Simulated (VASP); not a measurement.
# Te (P3_121) in VASP: notebook

Runs on Te. Level: PBEsol. Tasks: single point, relaxation of cell and atoms.

Program: VASP 6.6.1. These are calculated values, not measurements. Logs are shortened: lines on timing, memory, paths and dates and some standing lists are left out, and cuts for length are marked.

## 1. The cell of the first run

The structure is trigonal, space group P3_121 (No. 152). Conventional cell: a = 4.322 Å, b = 4.322 Å, c = 5.964 Å, α = 90.00°, β = 90.00°, γ = 120.00°. Te (site symmetry 2) has 6 Te at 2.90 to 3.36 Å within 3.8 Å.

## 2. Single point, PBEsol

File INCAR:

```
SYSTEM = Te
ALGO = Normal
EDIFF = 1E-7
ENCUT = 520
GGA = PS
ISIF = 2
ISMEAR = -1
LASPH = .True.
LCHARG = .True.
LELF = .True.
LREAL = .False.
LVHAR = .True.
LWAVE = .False.
NBANDS = 16
NELM = 100
PREC = Accurate
SIGMA = 0.02
```

File KPOINTS:

```
k-points
0
Gamma
  6 6 4
  0 0 0
```

File POSCAR:

```
Te
1.0
    4.3220135502      0.0000000000      0.0000000000
   -2.1610067751      3.7429735300      0.0000000000
    0.0000000000      0.0000000000      5.9640681997
Te
3
Direct
    0.2819631666      0.0000000000      0.3333333333
    0.0000000000      0.2819631666      0.6666666667
    0.7180368334      0.7180368334      0.0000000000
```

Potentials or basis: VASP PAW PBE potentials, release 64 (Te).

The run is started by

```sh
cat potpaw_PBE.64/Te/POTCAR > POTCAR
mpirun -np 1 vasp_std > vasp.out
```

OUTCAR:

```text
SYSTEM = Te
   EDIFF = 1E-7
   ENCUT = 520
   GGA = PS
   ISIF = 2
   ISMEAR = -1
   LASPH = .True.
   LREAL = .False.
   NELM = 100
   PREC = Accurate

 ion  position               nearest neighbor table
   1  0.282  0.000  0.333-   3 2.90   2 2.90   3 3.36   3 3.36   2 3.36   2 3.36
   2  0.000  0.282  0.667-   3 2.90   1 2.90   3 3.36   3 3.36   1 3.36   1 3.36
   3  0.718  0.718  0.000-   1 2.90   2 2.90   1 3.36   2 3.36   2 3.36   1 3.36

  LATTYP: Found a hexagonal cell.
 ALAT       =     4.3220135502
 C/A-ratio  =     1.3799281586

  Lattice vectors:

 A1 = (   4.3220135502,   0.0000000000,   0.0000000000)
 A2 = (  -2.1610067751,   3.7429735300,   0.0000000000)
 A3 = (   0.0000000000,   0.0000000000,   5.9640681997)

Analysis of symmetry for initial positions (statically):
=====================================================================
 Subroutine PRICEL returns:
 Original cell was already a primitive cell.

 Routine SETGRP: Setting up the symmetry group for a
 hexagonal supercell.

 Subroutine GETGRP returns: Found  6 space group operations
 (whereof  2 operations were pure point group operations)
 out of a pool of 24 trial point group operations.

The static configuration has the point symmetry C_2 .
 The point group associated with its full space group is D_3 .

Analysis of symmetry for dynamics (positions and initial velocities):
=====================================================================
 Subroutine PRICEL returns:
 Original cell was already a primitive cell.

 Routine SETGRP: Setting up the symmetry group for a
 hexagonal supercell.

 Subroutine GETGRP returns: Found  6 space group operations
 (whereof  2 operations were pure point group operations)
 out of a pool of 24 trial point group operations.

The dynamic configuration has the point symmetry C_2 .
 The point group associated with its full space group is D_3 .

 Subroutine INISYM returns: Found  6 space group operations
 (whereof  2 operations are pure point group operations),
 and found     1 'primitive' translations

----------------------------------------------------------------------------------------

                                     Primitive cell

  volume of cell :      96.4818

  direct lattice vectors                    reciprocal lattice vectors
     4.322013550  0.000000000  0.000000000     0.231373638  0.133583632  0.000000000
    -2.161006775  3.742973530  0.000000000     0.000000000  0.267167265  0.000000000
     0.000000000  0.000000000  5.964068200     0.000000000  0.000000000  0.167670786

  length of vectors
     4.322013550  4.322013550  5.964068200     0.267167265  0.267167265  0.167670786

  position of ions in fractional coordinates (direct lattice)
     0.281963167  0.000000000  0.333333333
     0.000000000  0.281963167  0.666666667
     0.718036833  0.718036833  0.000000000

  ion indices of the primitive-cell ions
   primitive index   ion index
                 1           1
                 2           2
                 3           3

----------------------------------------------------------------------------------------

 KPOINTS: k-points

Automatic generation of k-mesh.
 Grid dimensions read from file:
 generate k-points for:    6    6    4

 Generating k-lattice:

  Cartesian coordinates                     Fractional coordinates (reciprocal lattice)
     0.038562273  0.022263939  0.000000000     0.166666667  0.000000000  0.000000000
     0.000000000  0.044527877  0.000000000     0.000000000  0.166666667  0.000000000
     0.000000000  0.000000000  0.041917696     0.000000000  0.000000000  0.250000000

  Length of vectors
     0.044527877  0.044527877  0.041917696

  Shift w.r.t. Gamma in fractional coordinates (k-lattice)
     0.000000000  0.000000000  0.000000000

 Subroutine IBZKPT returns following result:
 ===========================================

 Found     24 irreducible k-points:

 Following reciprocal coordinates:
            Coordinates               Weight
  0.000000  0.000000  0.000000      1.000000
  0.166667  0.000000  0.000000      6.000000
  0.333333  0.000000  0.000000      6.000000
  0.500000  0.000000  0.000000      3.000000
  0.166667  0.166667  0.000000      6.000000
  0.333333  0.166667  0.000000     12.000000
[... 16 lines left out ...]
  0.333333  0.166667  0.500000     12.000000
  0.333333  0.333333  0.500000      2.000000
   k-points           NKPTS =     24   k-points in BZ     NKDIM =     24   number of bands    NBANDS=     16
   number of dos      NEDOS =    301   number of ions     NIONS =      3
   total plane-waves  NPLWV =  49152
   dimension x,y,z NGX =    32 NGY =   32 NGZ =   48
   dimension x,y,z NGXF=    64 NGYF=   64 NGZF=   96
   ions per type =               3
   NGX,Y,Z   is equivalent  to a cutoff of  12.31, 12.31, 13.38 a.u.
   NGXF,Y,Z  is equivalent  to a cutoff of  24.62, 24.62, 26.76 a.u.
 SYSTEM =  Te
   PREC   = accura    normal or accurate (medium, high low for compatibility)
   ISTART =      0    job   : 0-new  1-cont  2-samecut
   ICHARG =      2    charge: 1-file 2-atom 10-const
   ISPIN  =      1    spin polarized calculation?
   LNONCOLLINEAR =      F non collinear calculations
   LSORBIT =      F    spin-orbit coupling
   LASPH  =      T    aspherical Exc in radial PAW
   ENCUT  =  520.0 eV  38.22 Ry    6.18 a.u.   8.04  8.04 11.09*2*pi/ulx,y,z
   NELM   =    100;   NELMIN=  2; NELMDL= -5     # of ELM steps
   EDIFF  = 0.1E-06   stopping-criterion for ELM
   LREAL  =      F    real-space projection
   EDIFFG = 0.1E-05   stopping-criterion for IOM
   NSW    =      0    number of steps for IOM
   IBRION =     -1    ionic relax: 0-MD 1-quasi-New 2-CG
   NFREE  =      0    steps in history (QN), initial steepest desc. (CG)
   ISIF   =      2    stress and relaxation
   ISYM   =      2    0-nonsym 1-usesym 2-fastsym
   POTIM  = 0.5000    time-step for ionic-motion
   TEBEG  =    0.0;   TEEND  =   0.0 temperature during run
   PSTRESS=    0.0 pullay stress
   NELECT =      18.0000    total number of electrons
   NUPDOWN=      -1.0000    fix difference up-down
   EMIN   =  10.00;   EMAX   =-10.00  energy-range for DOS
   EFERMI =   0.00;   METHOD = LEGACY
   ISMEAR =    -1;   SIGMA  =   0.02  broadening in eV -4-tet -1-fermi 0-gaus
   EFERMI_NEDOS =   21; number of points for ismear=-14 and -15
   IALGO  =     38    algorithm
   IMIX   =      4    mixing-type and parameters
     AMIX     =   0.40;   BMIX     =  1.00
     AMIX_MAG =   1.60;   BMIX_MAG =  1.00
  volume/ion in A,a.u.               =      32.16       217.03
  Fermi-wavevector in a.u.,A,eV,Ry     =   0.935443  1.767730 11.905818  0.875053
  Thomas-Fermi vector in A             =   2.062351
   LORBIT       =      0    0 simple, 1 ext, 2 COOP (PROOUT), +10 PAW based schemes
   GGA     = PS    functional components
   LHFCALC =     F    Hartree Fock is set to
   AEXX    =    0.0000 exact exchange contribution
   IVDW    =     0    specifies the selected vdW correction
   LEPSILON=     F    determine dielectric tensor
   LRPA    =     F    only Hartree local field effects (RPA)
 non-spin polarized calculation
  energy-cutoff  :      520.00
  volume of cell :       96.48
 maximum number of plane-waves:      2613
   NGX = 17   NGY = 17   NGZ = 23

 number of electron      17.9999997 magnetization

 Free energy of the ion-electron system (eV)
  ---------------------------------------------------
  ext. energy  EPLUGINS =         0.00000000
  ---------------------------------------------------
  free energy    TOTEN  =       -10.56969076 eV

  energy without entropy =      -10.56863632  energy(sigma->0) =      -10.56916354

 E-fermi :   6.5310     XC(G=0):  -9.4834

 val. band max:        6.5196687137   @ k =   0.3333   0.3333   0.5000
 cond. band min:       6.8024570924   @ k =   0.0000   0.0000   0.5000
 fundamental gap:      0.2827883787
 Fermi energy:         6.5309718722

 k-point     1 :       0.0000    0.0000    0.0000
  band No.  band energies     occupation
      1      -7.3925      2.00000
      2      -4.0074      2.00000
      3      -4.0074      2.00000
      4       3.5577      2.00000
      5       3.8992      2.00000
      6       3.8992      2.00000
[... 8 lines left out ...]
     15      12.6255      0.00000
     16      12.6270      0.00000

 k-point     2 :       0.1667    0.0000    0.0000
  band No.  band energies     occupation
      1      -7.1739      2.00000
      2      -4.0462      2.00000
      3      -3.9340      2.00000
      4       2.2264      2.00000
      5       2.9636      2.00000
      6       3.3476      2.00000
[... 8 lines left out ...]
     15      12.5583      0.00000
     16      13.0863      0.00000

 k-point     3 :       0.3333    0.0000    0.0000
  band No.  band energies     occupation
      1      -6.5774      2.00000
      2      -4.3908      2.00000
      3      -3.7607      2.00000
      4       1.3657      2.00000
      5       2.0529      2.00000
      6       2.7336      2.00000
[... 8 lines left out ...]
     15      13.6254      0.00000
     16      14.4246      0.00000

 k-point     4 :       0.5000    0.0000    0.0000
  band No.  band energies     occupation
      1      -6.0455      2.00000
      2      -4.8675      2.00000
      3      -3.6603      2.00000
      4       1.4012      2.00000
      5       1.8578      2.00000
      6       2.5250      2.00000
[... 8 lines left out ...]
     15      15.2506      0.00000
     16      15.6518      0.00000

 k-point     5 :       0.1667    0.1667    0.0000
  band No.  band energies     occupation
      1      -6.7625      2.00000
      2      -4.1559      2.00000
      3      -3.9108      2.00000
      4       1.6234      2.00000
      5       1.8524      2.00000
      6       3.4916      2.00000
[... 8 lines left out ...]
     15      13.3089      0.00000
     16      14.2895      0.00000

 k-point     6 :       0.3333    0.1667    0.0000
  band No.  band energies     occupation
      1      -6.1104      2.00000
      2      -4.5910      2.00000
      3      -3.9163      2.00000
      4       1.5106      2.00000
      5       1.7466      2.00000
      6       2.7902      2.00000
[... 8 lines left out ...]
     15      14.4118      0.00000
     16      14.9329      0.00000

 k-point     7 :       0.3333    0.3333    0.0000
  band No.  band energies     occupation
      1      -5.7893      2.00000
      2      -4.4155      2.00000
      3      -4.4155      2.00000
      4       1.8902      2.00000
      5       1.8902      2.00000
      6       3.0957      2.00000
[... 8 lines left out ...]
     15      12.1857      0.00000
     16      15.2023      0.00000

 k-point     8 :       0.0000    0.0000    0.2500
  band No.  band energies     occupation
      1      -7.1647      2.00000
      2      -5.4091      2.00000
      3      -2.5240      2.00000
      4       3.0256      2.00000
      5       3.6557      2.00000
      6       4.0323      2.00000
[... 8 lines left out ...]
     15      12.1261      0.00000
     16      12.6283      0.00000

 k-point     9 :       0.1667    0.0000    0.2500
  band No.  band energies     occupation
      1      -6.9558      2.00000
      2      -5.2600      2.00000
      3      -2.7815      2.00000
      4       2.4335      2.00000
      5       3.3183      2.00000
      6       3.7133      2.00000
[... 8 lines left out ...]
     15      11.9474      0.00000
     16      12.2834      0.00000
[... 172 lines left out ...]
 k-point    19 :       0.1667    0.0000    0.5000
  band No.  band energies     occupation
      1      -6.3216      2.00000
      2      -6.2846      2.00000
      3      -2.1542      2.00000
      4       2.3415      2.00000
      5       3.2647      2.00000
      6       3.6553      2.00000
[... 8 lines left out ...]
     15      12.2717      0.00000
     16      13.2477      0.00000

 k-point    20 :       0.3333    0.0000    0.5000
  band No.  band energies     occupation
      1      -5.9272      2.00000
      2      -5.7121      2.00000
      3      -3.1398      2.00000
      4       1.1581      2.00000
      5       2.7224      2.00000
      6       3.1725      2.00000
[... 8 lines left out ...]
     15      13.3129      0.00000
     16      13.7554      0.00000

 k-point    21 :       0.5000    0.0000    0.5000
  band No.  band energies     occupation
      1      -5.6899      2.00000
      2      -5.1888      2.00000
      3      -3.8540      2.00000
      4       0.4322      2.00000
      5       2.8163      2.00000
      6       2.8334      2.00000
[... 8 lines left out ...]
     15      14.3384      0.00000
     16      14.9627      0.00000

 k-point    22 :       0.1667    0.1667    0.5000
  band No.  band energies     occupation
      1      -6.0121      2.00000
      2      -5.9159      2.00000
      3      -2.8386      2.00000
      4       1.8209      2.00000
      5       2.4424      2.00000
      6       2.6148      2.00000
[... 8 lines left out ...]
     15      13.0175      0.00000
     16      13.2089      0.00000

 k-point    23 :       0.3333    0.1667    0.5000
  band No.  band energies     occupation
      1      -5.6243      2.00000
      2      -5.3413      2.00000
      3      -3.6959      2.00000
      4       0.7871      2.00000
      5       1.8099      2.00000
      6       2.0143      2.00000
[... 8 lines left out ...]
     15      13.2315      0.00000
     16      13.9516      0.00000

 k-point    24 :       0.3333    0.3333    0.5000
  band No.  band energies     occupation
      1      -5.2838      2.00000
      2      -5.2838      2.00000
      3      -3.9636      2.00000
      4       1.0626      2.00000
      5       1.1178      2.00000
      6       1.1178      2.00000
[... 8 lines left out ...]
     15      12.8021      0.00000
     16      13.6702      0.00000

------------------------ aborting loop because EDIFF is reached ----------------------------------------

  FORCE on cell =-STRESS in cart. coord.  units (eV):
  Direction    XX          YY          ZZ          XY          YZ          ZX
  --------------------------------------------------------------------------------------
  -------------------------------------------------------------------------------------
  Total        0.0249863      0.0249863      0.0816806     -0.0000000      0.0000000      0.0000000
  in kB        0.4149223      0.4149223      1.3563876     -0.0000000      0.0000000      0.0000000
  external PRESSURE =       0.7287441 kB  Pullay stress =       0.0000000 kB

 VOLUME and BASIS-vectors are now :
 -----------------------------------------------------------------------------
  energy-cutoff  :      520.00
  volume of cell :       96.48
      direct lattice vectors                 reciprocal lattice vectors
     4.322013550  0.000000000  0.000000000     0.231373638  0.133583632  0.000000000
    -2.161006775  3.742973530  0.000000000     0.000000000  0.267167265  0.000000000
     0.000000000  0.000000000  5.964068200     0.000000000  0.000000000  0.167670786

 POSITION                                       TOTAL-FORCE (eV/Angst)
 -----------------------------------------------------------------------------------
      1.21865      0.00000      1.98802         0.014304     -0.000000      0.000000
     -0.60932      1.05538      3.97605        -0.007152      0.012388     -0.000000
      1.55168      2.68759      0.00000        -0.007152     -0.012388     -0.000000
 -----------------------------------------------------------------------------------
    total drift:                                0.000000     -0.000000      0.000000

  FREE ENERGIE OF THE ION-ELECTRON SYSTEM (eV)
  ---------------------------------------------------
  free  energy   TOTEN  =       -10.5696907551 eV

  energy  without entropy=      -10.5686363192  energy(sigma->0) =      -10.56916354
```

Run time: 53 s. Hardware: 1 thread of Intel Xeon 8259CL, shared host; peak memory 0.22 GiB.

What came out:

```yaml
Free_energy: -10.5697 eV
Pressure: 0.1 GPa
Largest_force: 0.014 eV/Å
Band_gap_on_the_k_mesh: zero (filled and empty bands touch)
```

Forces in eV/Å, atoms in the order of the input:
```
Te   0.014  0.000  0.000
Te  -0.007  0.012  0.000
Te  -0.007 -0.012  0.000
```

Stress tensor (GPa, compression positive):
```
0.04 0.00 0.00
0.00 0.04 0.00
0.00 0.00 0.14
```

Caveat: the PAW data sets were made with another functional, which shifts forces and pressure a little; spin-orbit coupling is left out, which moves the levels of the heavy elements.

## 3. Relaxation of cell and atoms, PBEsol

This run uses another cell than the first one, of 33.93 Å³/atom.

File INCAR:

```
PREC = Accurate
ENCUT = 600
EDIFF = 1E-7
ISMEAR = -1
SIGMA = 0.02
LREAL = False
LASPH = True
NELM = 60
ALGO = Normal
ISIF = 3
LWAVE = False
LCHARG = False
GGA = PS
IBRION = 2
NSW = 60
EDIFFG = -0.02
```

File KPOINTS:

```
regular mesh
0
Gamma
  6 6 4
```

File POSCAR:

```
Te
1.0
    4.4540000000      0.0000000000      0.0000000000
   -2.2270000000      3.8572771485      0.0000000000
    0.0000000000      0.0000000000      5.9240000000
Te
3
Direct
    0.2690000000      0.0000000000      0.3333333333
    0.0000000000      0.2690000000      0.6666666667
    0.7310000000      0.7310000000      0.0000000000
```

Potentials or basis: VASP PAW PBE potentials, release 64 (Te).

The run is started by

```sh
cat potpaw_PBE.64/Te/POTCAR > POTCAR
mpirun -np 1 vasp_std > vasp.out
```

Wall time 4.1 min (1 thread of Intel Xeon 8259CL, shared host); peak memory 0.26 GiB.

It converged, with:

| Property | Result |
| --- | --- |
| Free energy | -10.5700 eV |
| Relaxed volume | 32.18 Å³/atom |
| Relaxed cell | a = 4.322 Å, b = 4.322 Å, c = 5.968 Å, α = 90.00°, β = 90.00°, γ = 120.00° |
| Space group after relaxing (to 0.1 Å) | P3_121 (No. 152) |
| Energy gained by relaxing | 9.6 meV/atom |
| Ionic steps | 7 |
| Pressure after relaxing | 0.0 GPa |
| Band gap on the k mesh | zero (filled and empty bands touch) |

Forces in eV/Å, atoms in the order of the input:
```
Te   0.002  0.000  0.000
Te  -0.001  0.002  0.000
Te  -0.001 -0.002  0.000
```

The path:
| step | energy change (eV) | largest force (eV/Å) | pressure (GPa) | volume (Å³) |
| --- | --- | --- | --- | --- |
| 1 | 0.0000 | 0.1174 | -0.85 | 101.78 |
| 2 | -0.0082 | 0.2189 | 0.29 | 99.14 |
| 3 | -0.0082 | 0.2175 | 0.28 | 99.18 |
| 4 | -0.0169 | 0.1639 | 0.24 | 98.38 |
| 5 | -0.0282 | 0.0241 | 0.31 | 96.00 |
| 6 | -0.0272 | 0.0343 | -0.52 | 97.44 |
| 7 | -0.0287 | 0.0022 | 0.00 | 96.53 |

Final structure:
```
Te
1.0
     4.32178    0.00000    0.00000
    -2.16089    3.74277    0.00000
     0.00000    0.00000    5.96761
Te
3
Direct
  0.28240 0.00000 0.33333
  0.00000 0.28240 0.66667
  0.71760 0.71760 0.00000
```

Levels at points of the mesh, in eV from the Fermi level:
```
           k point  band 5  band 6  band 7  band 8  band 9  band 10  band 11  band 12  band 13
(0.00, 0.00, 0.00)   -2.62   -2.62   -1.77   -1.77   -1.10     0.98     0.98     1.67     4.78
(0.50, 0.00, 0.00)   -4.67   -4.01   -3.87   -0.89   -0.75     0.58     0.58     2.43     3.76
(0.00, 0.00, 0.50)   -2.66   -2.66   -1.29   -0.87   -0.87     0.27     0.33     0.33     3.63
(0.50, 0.00, 0.50)   -3.71   -3.69   -2.76   -2.48   -0.35     0.36     1.98     2.63     4.20
```

Caveat: the PAW data sets were made with another functional, which shifts forces and pressure a little; spin-orbit coupling is left out, which moves the levels of the heavy elements.

The gap in the log of VASP goes by the Fermi energy; the results here count the filled bands.